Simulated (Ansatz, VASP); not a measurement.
## Pb: VASP beside Ansatz

File INCAR:

```
PREC = Accurate
ENCUT = 520
EDIFF = 1E-6
ISMEAR = 0
SIGMA = 0.15
LREAL = F
LASPH = T
NELM = 100
ALGO = Fast
ISIF = 2
LWAVE = F
LCHARG = T
GGA = PE
LELF = T
LVHAR = T
NBANDS = 13
```

KPOINTS

```
Automatic mesh
0
Gamma
  18 18 18
```

The input POSCAR:

```
Pb
1.0
    0.0000000000      2.8511758298      1.8532642894
    2.8511758298      0.0000000000      1.8532642894
    2.8511758298      2.8511758298      0.0000000000
Pb
1
Direct
    0.0000000000      0.0000000000      0.0000000000
```

Input for Ansatz:

```yaml
crystal:
  lattice:
    - [0.0, 2.8511758298, 1.8532642894]
    - [2.8511758298, 0.0, 1.8532642894]
    - [2.8511758298, 2.8511758298, 0.0]
  atoms:
    - { symbol: Pb, position: [0.0, 0.0, 0.0] }
basis:
  ecutwfc: 420
kpoints:
  mp_grid: { grid: [18, 18, 18] }
hamiltonian:
  xc: pbe
scf:
  occupations: { method: gaussian, width: 0.15 }
output:
  forces: true
  stress: true
  eigenvalues: true
```

Alike in both runs: task single point; functional PBE; k mesh 18 × 18 × 18; occupations gaussian, width 0.15 eV; no spin polarisation.

|  | VASP | Ansatz |
| --- | --- | --- |
| version | VASP 6.6.1 | Ansatz 0.2.0 |
| potentials or method | VASP PAW PBE potentials, release 64 (Pb_d), cutoff 520 eV | scalar-relativistic, plane waves, PAW |
| valence electrons in the cell | 14 | 14 |

Ansatz gave:

* gap on the k mesh at the Fermi level (eV): none
* pressure (GPa): 2.6
* traceless stress, the component that is largest in VASP (GPa): -0.72

What did VASP give for the same quantities?

gap on the k mesh at the Fermi level (eV): none; pressure (GPa): 2.5; traceless stress, the component that is largest in VASP (GPa): -0.72.

A gap of «none» marks a metal or a gap that the smearing closes.

Spin-orbit coupling is off throughout.
